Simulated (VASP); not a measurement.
# BN (Qingsongite) (F-43m) in VASP: a series of runs

Runs on BN (Qingsongite). Level: LDA. Tasks: single point.

Program: VASP 6.6.1. These are calculated values, not measurements. Logs are shortened: lines on timing, memory, paths and dates and some standing lists are left out, and cuts for length are marked.

## (1) The cell of the first run

It takes space group F-43m (No. 216, cubic). The conventional cell has a = 3.703 Å, b = 3.703 Å, c = 3.703 Å, α = 90.00°, β = 90.00°, γ = 90.00°. Within 2.1 Å of B (site symmetry -43m) lie 4 N at 1.60 Å. N (site symmetry -43m) has 4 B at 1.60 Å within 2.1 Å.

## (2) Single point, LDA

Input file INCAR:

```
SYSTEM = BN
ALGO     = Normal         ! electronic algorithm
EDIFF    = 1E-6           ! SCF threshold, eV
ENCUT    = 520            ! plane-wave cutoff, eV
ISIF     = 2              ! what is computed and relaxed
ISMEAR   = 0              ! smearing method
LASPH    = .True.         ! aspherical terms in the spheres
LCHARG   = .False.        ! write CHGCAR
LREAL    = .False.        ! projectors in reciprocal space
LWAVE    = .False.        ! write WAVECAR
NBANDS   = 11             ! bands
NELM     = 60             ! most SCF steps
PREC     = Accurate       ! precision mode
SIGMA    = 0.01           ! smearing width, eV
```

Input file KPOINTS:

```
k-points
0
Gamma
  8 8 8
  0 0 0
```

Input file POSCAR:

```
BN
1.0
    0.0000000000      1.8516026516      1.8516026516
    1.8516026516      0.0000000000      1.8516026516
    1.8516026516      1.8516026516      0.0000000000
B N
1 1
Direct
    0.0000000000      0.0000000000      0.0000000000
    0.2500000000      0.2500000000      0.2500000000
```

Potentials or basis: VASP PAW LDA potentials, release 64 (B, N).

The run is started by

```sh
> cat potpaw_LDA.64/B/POTCAR potpaw_LDA.64/N/POTCAR > POTCAR
> mpirun -np 1 vasp_std > vasp.out
```

OUTCAR:

```text
SYSTEM = BN
   EDIFF = 1E-6
   ENCUT = 520
   ISIF = 2
   ISMEAR = 0
   LASPH = .True.
   LREAL = .False.
   NELM = 60
   PREC = Accurate

 ion  position               nearest neighbor table
   1  0.000  0.000  0.000-   2 1.60   2 1.60   2 1.60   2 1.60
   2  0.250  0.250  0.250-   1 1.60   1 1.60   1 1.60   1 1.60

  LATTYP: Found a face centered cubic cell.
 ALAT       =     3.7032053032

  Lattice vectors:

 A1 = (   0.0000000000,   1.8516026516,   1.8516026516)
 A2 = (   1.8516026516,   0.0000000000,   1.8516026516)
 A3 = (   1.8516026516,   1.8516026516,   0.0000000000)

Analysis of symmetry for initial positions (statically):
=====================================================================
 Subroutine PRICEL returns:
 Original cell was already a primitive cell.

 Routine SETGRP: Setting up the symmetry group for a
 face centered cubic supercell.

 Subroutine GETGRP returns: Found 24 space group operations
 (whereof 24 operations were pure point group operations)
 out of a pool of 48 trial point group operations.

The static configuration has the point symmetry T_d .

Analysis of symmetry for dynamics (positions and initial velocities):
=====================================================================
 Subroutine PRICEL returns:
 Original cell was already a primitive cell.

 Routine SETGRP: Setting up the symmetry group for a
 face centered cubic supercell.

 Subroutine GETGRP returns: Found 24 space group operations
 (whereof 24 operations were pure point group operations)
 out of a pool of 48 trial point group operations.

The dynamic configuration has the point symmetry T_d .

 Subroutine INISYM returns: Found 24 space group operations
 (whereof 24 operations are pure point group operations),
 and found     1 'primitive' translations

----------------------------------------------------------------------------------------

                                     Primitive cell

  volume of cell :      12.6962

  direct lattice vectors                    reciprocal lattice vectors
     0.000000000  1.851602652  1.851602652    -0.270036338  0.270036338  0.270036338
     1.851602652  0.000000000  1.851602652     0.270036338 -0.270036338  0.270036338
     1.851602652  1.851602652  0.000000000     0.270036338  0.270036338 -0.270036338

  length of vectors
     2.618561582  2.618561582  2.618561582     0.467716658  0.467716658  0.467716658

  position of ions in fractional coordinates (direct lattice)
     0.000000000  0.000000000  0.000000000
     0.250000000  0.250000000  0.250000000

  ion indices of the primitive-cell ions
[... 79 lines left out ...]
   IBRION =     -1    ionic relax: 0-MD 1-quasi-New 2-CG
   NFREE  =      0    steps in history (QN), initial steepest desc. (CG)
   ISIF   =      2    stress and relaxation
   ISYM   =      2    0-nonsym 1-usesym 2-fastsym
   POTIM  = 0.5000    time-step for ionic-motion
   TEBEG  =    0.0;   TEEND  =   0.0 temperature during run
   PSTRESS=    0.0 pullay stress
   NELECT =       8.0000    total number of electrons
   NUPDOWN=      -1.0000    fix difference up-down
   EMIN   =  10.00;   EMAX   =-10.00  energy-range for DOS
   EFERMI =   0.00;   METHOD = LEGACY
   ISMEAR =     0;   SIGMA  =   0.01  broadening in eV -4-tet -1-fermi 0-gaus
   EFERMI_NEDOS =   21; number of points for ismear=-14 and -15
   IALGO  =     38    algorithm
   IMIX   =      4    mixing-type and parameters
     AMIX     =   0.40;   BMIX     =  1.00
     AMIX_MAG =   1.60;   BMIX_MAG =  1.00
  volume/ion in A,a.u.               =       6.35        42.84
  Fermi-wavevector in a.u.,A,eV,Ry     =   1.403504  2.652238 26.801081  1.969824
  Thomas-Fermi vector in A             =   2.526159
   LORBIT       =      0    0 simple, 1 ext, 2 COOP (PROOUT), +10 PAW based schemes
   GGA     = CA    functional components
   LHFCALC =     F    Hartree Fock is set to
   AEXX    =    0.0000 exact exchange contribution
   IVDW    =     0    specifies the selected vdW correction
   LEPSILON=     F    determine dielectric tensor
   LRPA    =     F    only Hartree local field effects (RPA)
 non-spin polarized calculation
 Gauss-broadening in eV      SIGMA  =   0.01
  energy-cutoff  :      520.00
  volume of cell :       12.70
 maximum number of plane-waves:       360
   NGX =  9   NGY =  9   NGZ =  9

 number of electron       8.0000002 magnetization

 Free energy of the ion-electron system (eV)
  ---------------------------------------------------
  ext. energy  EPLUGINS =         0.00000000
  ---------------------------------------------------
  free energy    TOTEN  =       -19.28227507 eV

  energy without entropy =      -19.28227507  energy(sigma->0) =      -19.28227507

 E-fermi :   6.5772     XC(G=0): -12.7607

 val. band max:        6.5100169297   @ k =   0.0000   0.0000   0.0000
 cond. band min:      10.7654298102   @ k =   0.5000   0.5000   0.0000
 fundamental gap:      4.2554128805
 Fermi energy:         6.5772225987

 k-point     1 :       0.0000    0.0000    0.0000
  band No.  band energies     occupation
      1     -12.7628      2.00000
      2       6.5100      2.00000
      3       6.5100      2.00000
      4       6.5100      2.00000
      5      14.8543      0.00000
      6      14.8543      0.00000
      7      14.8543      0.00000
      8      15.8037      0.00000
      9      29.6641      0.00000
     10      33.4244      0.00000
     11      33.4244      0.00000
[... 309 lines left out ...]
 k-point    24 :      -0.3750    0.2500    0.1250
  band No.  band energies     occupation
      1      -8.1574      2.00000
      2      -2.6203      2.00000
      3       1.9585      2.00000
      4       3.2897      2.00000
      5      15.6389      0.00000
      6      16.9298      0.00000
      7      19.8648      0.00000
      8      21.1971      0.00000
      9      24.9392      0.00000
     10      30.8578      0.00000
     11      32.5912      0.00000

 [... further k-points ...]
[... 5 lines left out ...]
  --------------------------------------------------------------------------------------
  -------------------------------------------------------------------------------------
  Total       -2.6250324     -2.6250324     -2.6250324      0.0000000      0.0000000      0.0000000
  in kB     -331.2621946   -331.2621946   -331.2621946      0.0000000      0.0000000      0.0000000
  external PRESSURE =    -331.2621946 kB  Pullay stress =       0.0000000 kB

 VOLUME and BASIS-vectors are now :
 -----------------------------------------------------------------------------
  energy-cutoff  :      520.00
  volume of cell :       12.70
      direct lattice vectors                 reciprocal lattice vectors
     0.000000000  1.851602652  1.851602652    -0.270036338  0.270036338  0.270036338
     1.851602652  0.000000000  1.851602652     0.270036338 -0.270036338  0.270036338
     1.851602652  1.851602652  0.000000000     0.270036338  0.270036338 -0.270036338

 POSITION                                       TOTAL-FORCE (eV/Angst)
 -----------------------------------------------------------------------------------
      0.00000      0.00000      0.00000         0.000000      0.000000      0.000000
      0.92580      0.92580      0.92580        -0.000000     -0.000000     -0.000000
 -----------------------------------------------------------------------------------
    total drift:                               -0.000000     -0.000000     -0.000000

  FREE ENERGIE OF THE ION-ELECTRON SYSTEM (eV)
  ---------------------------------------------------
  free  energy   TOTEN  =       -19.2822750746 eV

  energy  without entropy=      -19.2822750746  energy(sigma->0) =      -19.28227507
```

OSZICAR:

```text
N       E                     dE             d eps       ncg     rms          rms(c)
DAV:   1     0.649986530539E+01    0.64999E+01   -0.49460E+03   662   0.719E+02
DAV:   2    -0.198715494288E+02   -0.26371E+02   -0.25688E+02   748   0.146E+02
DAV:   3    -0.202898124506E+02   -0.41826E+00   -0.41768E+00   752   0.158E+01
DAV:   4    -0.202902936912E+02   -0.48124E-03   -0.48123E-03   695   0.655E-01
DAV:   5    -0.202902942549E+02   -0.56364E-06   -0.56361E-06   731   0.206E-02    0.614E+00
DAV:   6    -0.193963288997E+02    0.89397E+00   -0.33703E+00   644   0.993E+00    0.287E+00
DAV:   7    -0.193119369878E+02    0.84392E-01   -0.59536E-02   731   0.206E+00    0.169E+00
DAV:   8    -0.192824550585E+02    0.29482E-01   -0.40102E-02   713   0.134E+00    0.147E-01
DAV:   9    -0.192822913114E+02    0.16375E-03   -0.10274E-03   698   0.254E-01    0.767E-02
DAV:  10    -0.192822745440E+02    0.16767E-04   -0.53989E-05   713   0.655E-02    0.137E-02
DAV:  11    -0.192822750746E+02   -0.53061E-06   -0.13776E-06   488   0.818E-03
   1 F= -.19282275E+02 E0= -.19282275E+02  d E =-.801093E-24
```

stdout:

```text
POSCAR found type information on POSCAR B N
 POSCAR found :  2 types and       2 ions
 scaLAPACK will be used
 LDA part: xc-table for (Slater(with rela. corr.)+CA(PZ))
 , standard interpolation
 POSCAR, INCAR and KPOINTS ok, starting setup
 FFT: planning ... GRIDC
 FFT: planning ... GRID_SOFT
 FFT: planning ... GRID
 WAVECAR not read
 entering main loop
```

It took 3.4 s on 1 thread of Intel Xeon 6975P-C, shared host; peak memory 0.11 GiB.

What came out:

* Free energy: -19.2823 eV
* Pressure: -33.1 GPa
* Band gap on the k mesh: 4.26 eV, indirect (least direct gap 8.34 eV)

Levels at points of the mesh, in eV from the valence-band top:
| k point | band 2 | band 3 | band 4 | band 5 | band 6 | band 7 |
| --- | --- | --- | --- | --- | --- | --- |
| (0.00, 0.00, 0.00) | 0.00 | 0.00 | 0.00 | 8.34 | 8.34 | 8.34 |
| (0.50, 0.00, 0.00) | -10.07 | -1.82 | -1.82 | 9.28 | 10.16 | 10.16 |
| (0.50, 0.50, 0.00) | -8.43 | -4.58 | -4.58 | 4.26 | 8.73 | 16.63 |

A k mesh can miss the band edges.

## (3) Single point, LDA

This run uses another cell than the first one, of 6.50 Å³/atom, 1.023 times its volume.

Input file INCAR:

```
ALGO = Normal
EDIFF = 1E-6
ENCUT = 520
GGA = CA
ISIF = 2
ISMEAR = 0
LASPH = True
LCHARG = False
LREAL = False
LWAVE = False
NBANDS = 11
NELM = 80
PREC = Accurate
SIGMA = 0.01
```

Input file KPOINTS:

```
k-points
0
Gamma
  8 8 8
```

Input file POSCAR:

```
BN
1.0
    0.0000000000      1.8658463087      1.8658463087
    1.8658463087      0.0000000000      1.8658463087
    1.8658463087      1.8658463087      0.0000000000
B N
1 1
Direct
    0.0000000000      0.0000000000      0.0000000000
    0.2500000000      0.2500000000      0.2500000000
```

Potentials or basis: VASP PAW LDA potentials, release 64 (B, N).

The run is started by

```sh
> cat potpaw_LDA.64/B/POTCAR potpaw_LDA.64/N/POTCAR > POTCAR
> mpirun -np 1 vasp_std > vasp.out
```

Wall time 3.2 s (1 thread of Intel Xeon 6975P-C, shared host); peak memory 0.11 GiB.

Results (log left out):

```yaml
Free_energy: -19.2159 eV
Pressure: -39.2 GPa
Band_gap_on_the_k_mesh: 4.23 eV, indirect (least direct gap 8.24 eV)
```

Levels at points of the mesh, in eV from the valence-band top:
```
           k point  band 1  band 2  band 3  band 4  band 5  band 6  band 7  band 8
(0.00, 0.00, 0.00)  -19.03    0.00    0.00    0.00    8.24    8.24    8.24    8.94
(0.50, 0.00, 0.00)  -15.18   -9.88   -1.78   -1.78    9.00   10.04   10.04   14.05
(0.50, 0.50, 0.00)  -13.93   -8.29   -4.48   -4.48    4.23    8.60   16.30   16.30
```

A k mesh can miss the band edges. Expect the measured gap to be larger: semilocal functionals such as LDA lack the derivative discontinuity.
